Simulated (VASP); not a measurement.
# Hg12Te11I (a cell with a defect) in VASP: single point with PBE

Aim: the single point of Hg12Te11I (a cell with a defect) with PBE.

Everything below comes from runs of VASP 6.6.1. Logs are shortened: lines on timing, memory, paths and dates and some standing lists are left out, and cuts for length are marked.

### Step 1. The cell of the first run

The cell holds a defect, 24 atoms: a = 9.326 Å, b = 9.326 Å, c = 10.408 Å, α = 90.00°, β = 90.00°, γ = 120.00°.

### Step 2. Single point, PBE

The input, INCAR:

```
SYSTEM = Hg12Te11I
PREC = Accurate
ENCUT = 520
EDIFF = 1E-6
ISMEAR = -1
SIGMA = 0.01
LREAL = Auto
LASPH = .TRUE.
NELM = 100
ALGO = Normal
ISIF = 2
LWAVE = .FALSE.
LCHARG = .FALSE.
GGA = PE
NBANDS = 126
NELECT = 216.0
LUSENCCL = .FALSE.
```

The input, KPOINTS:

```
regular mesh
0
G
  3 3 2
  0 0 0
```

The input, POSCAR:

```
Hg12Te11I
1.0
    9.3258517332      0.0000000000      0.0000000000
   -4.6629258666      8.0764245128      0.0000000000
    0.0000000000      0.0000000000     10.4080035000
Hg I Te
12 1 11
Direct
    0.3022538700      0.3022538700      0.0000000000
    0.3379127583      0.8473048814     -0.0057604969
    0.8473048814      0.3379127583      0.0057604969
    0.8471537530      0.8471537530      0.0000000000
    0.2244888019     -0.0131228217      0.6832513645
    0.1661033162      0.5171801739      0.6840574316
    0.6623528162     -0.0092824793      0.6592091439
    0.6554437841      0.5086254648      0.6706835206
   -0.0131228217      0.2244888019      0.3167486355
   -0.0092824793      0.6623528162      0.3407908561
    0.5171801739      0.1661033162      0.3159425684
    0.5086254648      0.6554437841      0.3293164794
    0.2343804751      0.2343804751      0.5000000000
    0.2611040379      0.7601374417      0.4993346295
    0.7601374417      0.2611040379      0.5006653705
    0.7633084144      0.7633084144      0.5000000000
    0.2373341385     -0.0005290073      0.1675648948
    0.2415838331      0.5000718666      0.1681009375
    0.7300517463     -0.0092579374      0.1639488403
    0.7385039964      0.4968966759      0.1659514641
   -0.0005290073      0.2373341385      0.8324351052
   -0.0092579374      0.7300517463      0.8360511597
    0.5000718666      0.2415838331      0.8318990625
    0.4968966759      0.7385039964      0.8340485359
```

Potentials or basis: VASP PAW PBE potentials, release 64 (Hg, I, Te).

Started as:

```console
$ cat potpaw_PBE.64/Hg/POTCAR potpaw_PBE.64/I/POTCAR potpaw_PBE.64/Te/POTCAR > POTCAR
$ mpirun -np 1 vasp_std > vasp.out
```

OUTCAR:

```text
SYSTEM = Hg12Te11I
   PREC = Accurate
   ENCUT = 520
   EDIFF = 1E-6
   ISMEAR = -1
   LREAL = Auto
   LASPH = .TRUE.
   NELM = 100
   ISIF = 2
   GGA = PE
   NELECT = 216.0

 ion  position               nearest neighbor table
   1  0.302  0.302  0.000-  18 2.80  23 2.80  17 3.11  21 3.11
   2  0.338  0.847  0.994-  17 2.73  24 2.74  22 3.29  18 3.41  23 3.62  19 3.66   5 3.83
   3  0.847  0.338  0.006-  21 2.73  20 2.74  19 3.29  23 3.41  18 3.62  22 3.66   9 3.83
   4  0.847  0.847  0.000-  19 2.71  22 2.71  20 3.37  24 3.37  21 3.62  17 3.62
   5  0.224  0.987  0.683-  22 2.79  23 2.92  13 2.96  14 3.00   2 3.83
   6  0.166  0.517  0.684-  21 2.75  14 2.76  24 3.14  22 3.52  13 3.57
   7  0.662  0.991  0.659-  24 2.76  15 2.76  16 3.18  21 3.35  14 3.65
   8  0.655  0.509  0.671-  16 2.72  23 2.74  22 3.25  15 3.42  24 3.58
   9  0.987  0.224  0.317-  19 2.79  18 2.92  13 2.96  15 3.00   3 3.83
  10  0.991  0.662  0.341-  20 2.76  14 2.76  16 3.18  17 3.35  15 3.65
  11  0.517  0.166  0.316-  17 2.75  15 2.76  20 3.14  19 3.52  13 3.57
  12  0.509  0.655  0.329-  16 2.72  18 2.74  19 3.25  14 3.42  20 3.58
  13  0.234  0.234  0.500-   5 2.96   9 2.96   6 3.57  11 3.57
  14  0.261  0.760  0.499-   6 2.76  10 2.76   5 3.00  12 3.42   7 3.65
  15  0.760  0.261  0.501-  11 2.76   7 2.76   9 3.00   8 3.42  10 3.65
  16  0.763  0.763  0.500-   8 2.72  12 2.72   7 3.18  10 3.18
  17  0.237  0.999  0.168-   2 2.73  11 2.75   1 3.11  10 3.35   4 3.62
  18  0.242  0.500  0.168-  12 2.74   1 2.80   9 2.92   2 3.41   3 3.62
  19  0.730  0.991  0.164-   4 2.71   9 2.79  12 3.25   3 3.29  11 3.52   2 3.66
  20  0.739  0.497  0.166-   3 2.74  10 2.76  11 3.14   4 3.37  12 3.58
  21  0.999  0.237  0.832-   3 2.73   6 2.75   1 3.11   7 3.35   4 3.62
  22  0.991  0.730  0.836-   4 2.71   5 2.79   8 3.25   2 3.29   6 3.52   3 3.66
  23  0.500  0.242  0.832-   8 2.74   1 2.80   5 2.92   3 3.41   2 3.62
  24  0.497  0.739  0.834-   2 2.74   7 2.76   6 3.14   4 3.37   8 3.58

  LATTYP: Found a hexagonal cell.
 ALAT       =     9.3258517332
 C/A-ratio  =     1.1160378481

  Lattice vectors:

 A1 = (   9.3258517332,   0.0000000000,   0.0000000000)
 A2 = (  -4.6629258666,   8.0764245128,   0.0000000000)
 A3 = (   0.0000000000,   0.0000000000,  10.4080035000)

Analysis of symmetry for initial positions (statically):
=====================================================================
 Subroutine PRICEL returns:
 Original cell was already a primitive cell.

 Routine SETGRP: Setting up the symmetry group for a
 hexagonal supercell.

 Subroutine GETGRP returns: Found  2 space group operations
 (whereof  2 operations were pure point group operations)
 out of a pool of 24 trial point group operations.

The static configuration has the point symmetry C_2 .

Analysis of symmetry for dynamics (positions and initial velocities):
=====================================================================
 Subroutine PRICEL returns:
 Original cell was already a primitive cell.

 Routine SETGRP: Setting up the symmetry group for a
 hexagonal supercell.

 Subroutine GETGRP returns: Found  2 space group operations
 (whereof  2 operations were pure point group operations)
 out of a pool of 24 trial point group operations.

The dynamic configuration has the point symmetry C_2 .

 Subroutine INISYM returns: Found  2 space group operations
 (whereof  2 operations are pure point group operations),
 and found     1 'primitive' translations

----------------------------------------------------------------------------------------

                                     Primitive cell

  volume of cell :     783.9260

  direct lattice vectors                    reciprocal lattice vectors
     9.325851733  0.000000000  0.000000000     0.107228812  0.061908583 -0.000000000
    -4.662925867  8.076424513  0.000000000     0.000000000  0.123817167  0.000000000
     0.000000000  0.000000000 10.408003500     0.000000000 -0.000000000  0.096079906

  length of vectors
     9.325851733  9.325851733 10.408003500     0.123817167  0.123817167  0.096079906

  position of ions in fractional coordinates (direct lattice)
     0.302253870  0.302253870  0.000000000
     0.337912758  0.847304881  0.994239503
     0.847304881  0.337912758  0.005760497
     0.847153753  0.847153753  0.000000000
     0.224488802  0.986877178  0.683251365
     0.166103316  0.517180174  0.684057432
[... 16 lines left out ...]
     0.500071867  0.241583833  0.831899062
     0.496896676  0.738503996  0.834048536

  ion indices of the primitive-cell ions
   primitive index   ion index
                 1           1
                 2           2
                 3           3
                 4           4
                 5           5
                 6           6
[... 16 lines left out ...]
                23          23
                24          24

----------------------------------------------------------------------------------------

 KPOINTS: regular mesh

Automatic generation of k-mesh.
 Grid dimensions read from file:
 generate k-points for:    3    3    2

 Generating k-lattice:

  Cartesian coordinates                     Fractional coordinates (reciprocal lattice)
     0.035742937  0.020636194 -0.000000000     0.333333333  0.000000000  0.000000000
     0.000000000  0.041272389  0.000000000     0.000000000  0.333333333  0.000000000
     0.000000000 -0.000000000  0.048039953     0.000000000  0.000000000  0.500000000

  Length of vectors
     0.041272389  0.041272389  0.048039953

  Shift w.r.t. Gamma in fractional coordinates (k-lattice)
     0.000000000  0.000000000  0.000000000

 Subroutine IBZKPT returns following result:
 ===========================================

 Found      8 irreducible k-points:

 Following reciprocal coordinates:
            Coordinates               Weight
  0.000000  0.000000  0.000000      1.000000
  0.333333  0.000000  0.000000      4.000000
 -0.333333  0.333333  0.000000      2.000000
  0.333333  0.333333  0.000000      2.000000
  0.000000  0.000000  0.500000      1.000000
  0.333333  0.000000  0.500000      4.000000
 -0.333333  0.333333  0.500000      2.000000
  0.333333  0.333333  0.500000      2.000000
   k-points           NKPTS =      8   k-points in BZ     NKDIM =      8   number of bands    NBANDS=    126
   number of dos      NEDOS =    301   number of ions     NIONS =     24
   total plane-waves  NPLWV = 392000
   dimension x,y,z NGX =    70 NGY =   70 NGZ =   80
   dimension x,y,z NGXF=   140 NGYF=  140 NGZF=  160
   ions per type =              12   1  11
   NGX,Y,Z   is equivalent  to a cutoff of  12.48, 12.48, 12.78 a.u.
   NGXF,Y,Z  is equivalent  to a cutoff of  24.96, 24.96, 25.56 a.u.
 SYSTEM =  Hg12Te11I
   PREC   = accura    normal or accurate (medium, high low for compatibility)
   ISTART =      0    job   : 0-new  1-cont  2-samecut
   ICHARG =      2    charge: 1-file 2-atom 10-const
   ISPIN  =      1    spin polarized calculation?
   LNONCOLLINEAR =      F non collinear calculations
   LSORBIT =      F    spin-orbit coupling
   LASPH  =      T    aspherical Exc in radial PAW
   ENCUT  =  520.0 eV  38.22 Ry    6.18 a.u.  17.34 17.34 19.35*2*pi/ulx,y,z
   NELM   =    100;   NELMIN=  2; NELMDL= -5     # of ELM steps
   EDIFF  = 0.1E-05   stopping-criterion for ELM
   LREAL  =      T    real-space projection
   EDIFFG = 0.1E-04   stopping-criterion for IOM
   NSW    =      0    number of steps for IOM
   IBRION =     -1    ionic relax: 0-MD 1-quasi-New 2-CG
   NFREE  =      0    steps in history (QN), initial steepest desc. (CG)
   ISIF   =      2    stress and relaxation
   ISYM   =      2    0-nonsym 1-usesym 2-fastsym
   POTIM  = 0.5000    time-step for ionic-motion
   TEBEG  =    0.0;   TEEND  =   0.0 temperature during run
   PSTRESS=    0.0 pullay stress
   NELECT =     216.0000    total number of electrons
   NUPDOWN=      -1.0000    fix difference up-down
   EMIN   =  10.00;   EMAX   =-10.00  energy-range for DOS
   EFERMI =   0.00;   METHOD = LEGACY
   ISMEAR =    -1;   SIGMA  =   0.01  broadening in eV -4-tet -1-fermi 0-gaus
   EFERMI_NEDOS =   21; number of points for ismear=-14 and -15
   IALGO  =     38    algorithm
   IMIX   =      4    mixing-type and parameters
     AMIX     =   0.40;   BMIX     =  1.00
     AMIX_MAG =   1.60;   BMIX_MAG =  1.00
  volume/ion in A,a.u.               =      32.66       220.42
  Fermi-wavevector in a.u.,A,eV,Ry     =   1.065290  2.013106 15.440464  1.134842
  Thomas-Fermi vector in A             =   2.200836
   LORBIT       =      0    0 simple, 1 ext, 2 COOP (PROOUT), +10 PAW based schemes
   GGA     = PE    functional components
   LHFCALC =     F    Hartree Fock is set to
   AEXX    =    0.0000 exact exchange contribution
   IVDW    =     0    specifies the selected vdW correction
   LEPSILON=     F    determine dielectric tensor
   LRPA    =     F    only Hartree local field effects (RPA)
 non-spin polarized calculation
  energy-cutoff  :      520.00
  volume of cell :      783.93
 maximum number of plane-waves:     21110
 NGX is ok and might be reduce to    70
   NGX = 35   NGY = 35   NGZ = 39

 number of electron     216.0000000 magnetization

 Free energy of the ion-electron system (eV)
  ---------------------------------------------------
  ext. energy  EPLUGINS =         0.00000000
  ---------------------------------------------------
  free energy    TOTEN  =       -44.24588509 eV

  energy without entropy =      -44.24588509  energy(sigma->0) =      -44.24588509

 E-fermi :   3.3391     XC(G=0):  -9.0605

 val. band max:        3.1397034238   @ k =   0.0000   0.0000   0.5000
 cond. band min:       3.5375939879   @ k =   0.0000   0.0000   0.0000
 fundamental gap:      0.3978905641
 Fermi energy:         3.3390823794

 k-point     1 :       0.0000    0.0000    0.0000
  band No.  band energies     occupation
      1      -9.3441      2.00000
      2      -8.5651      2.00000
      3      -8.0406      2.00000
      4      -8.0084      2.00000
      5      -7.9267      2.00000
      6      -7.8734      2.00000
[... 112 lines left out ...]
    119       5.2257      0.00000
[... 860 lines left out ...]
    119       5.2966      0.00000
    120       5.3462      0.00000
 [bands above 120 left out]

------------------------ aborting loop because EDIFF is reached ----------------------------------------

  FORCE on cell =-STRESS in cart. coord.  units (eV):
  Direction    XX          YY          ZZ          XY          YZ          ZX
  --------------------------------------------------------------------------------------
  -------------------------------------------------------------------------------------
  Total       -3.9427193     -4.8215800     -4.6920704     -0.7611157     -0.2161988      0.3744669
  in kB       -8.0580761     -9.8542797     -9.5895897     -1.5555580     -0.4418641      0.7653304
  external PRESSURE =      -9.1673152 kB  Pullay stress =       0.0000000 kB

 VOLUME and BASIS-vectors are now :
 -----------------------------------------------------------------------------
  energy-cutoff  :      520.00
  volume of cell :      783.93
      direct lattice vectors                 reciprocal lattice vectors
     9.325851733  0.000000000  0.000000000     0.107228812  0.061908583 -0.000000000
    -4.662925867  8.076424513  0.000000000     0.000000000  0.123817167  0.000000000
     0.000000000  0.000000000 10.408003500     0.000000000 -0.000000000  0.096079906

 POSITION                                       TOTAL-FORCE (eV/Angst)
 -----------------------------------------------------------------------------------
      1.40939      2.44113      0.00000         0.001268      0.002196      0.000000
     -0.79960      6.84319     10.34805        -0.005297     -0.003993      0.002596
      6.32618      2.72913      0.05996        -0.000809     -0.006584     -0.002596
      3.95022      6.84197      0.00000         0.002083      0.003609      0.000000
     -2.50819      7.97044      7.11128        -0.001962      0.007846      0.004172
     -0.86252      4.17697      7.11967         0.000801      0.002525      0.005798
[... 16 lines left out ...]
      3.53711      1.95113      8.65841         0.020769     -0.015630      0.007463
      1.19040      5.96447      8.68078         0.013933     -0.020340     -0.012704
 -----------------------------------------------------------------------------------
    total drift:                               -0.010384     -0.017985      0.000000

  FREE ENERGIE OF THE ION-ELECTRON SYSTEM (eV)
  ---------------------------------------------------
  free  energy   TOTEN  =       -44.2458850941 eV

  energy  without entropy=      -44.2458850940  energy(sigma->0) =      -44.24588509
```

It took 95 s on 1 × NVIDIA H100 80GB with 1 thread of Intel Xeon Platinum 8481C at 2.70GHz (Sapphire Rapids), shared host; peak memory 1.9 GiB.

What came out:

```yaml
Free_energy: -44.2459 eV
Largest_force: 0.032 eV/Å
```

Forces in eV/Å, atoms in the order of the input:
```
Hg   0.001  0.002  0.000
Hg  -0.005 -0.004  0.003
Hg  -0.001 -0.007 -0.003
Hg   0.002  0.004  0.000
Hg  -0.002  0.008  0.004
Hg   0.001  0.003  0.006
Hg   0.018  0.004 -0.003
Hg   0.000 -0.006  0.002
Hg   0.008  0.002 -0.004
Hg  -0.005  0.018  0.003
Hg   0.002  0.002 -0.006
Hg  -0.005 -0.003 -0.002
I    0.008  0.014  0.000
Te   0.018  0.009 -0.004
Te  -0.001  0.020  0.004
Te   0.011  0.018  0.000
Te  -0.029 -0.007  0.011
Te  -0.024  0.010 -0.007
Te  -0.029  0.000  0.015
Te  -0.025  0.002  0.013
Te   0.008 -0.029 -0.011
Te   0.014 -0.025 -0.015
Te   0.021 -0.016  0.007
Te   0.014 -0.020 -0.013
```

Levels at points of the mesh, in eV from the Fermi level:
```csv
k point,band 105,band 106,band 107,band 108,band 109,band 110,band 111,band 112
"(0.00, 0.00, 0.00)",-0.97,-0.54,-0.44,-0.35,0.20,0.48,0.61,0.81
"(0.00, 0.00, 0.50)",-0.82,-0.59,-0.55,-0.20,0.53,0.79,0.83,1.06
```

Caveat: the cell carries a net charge on a neutralising background, which shifts energy and pressure; the cell is charged against a uniform background, so pressure and absolute levels hang on convention; spin-orbit coupling is left out, which moves the levels of the heavy elements.
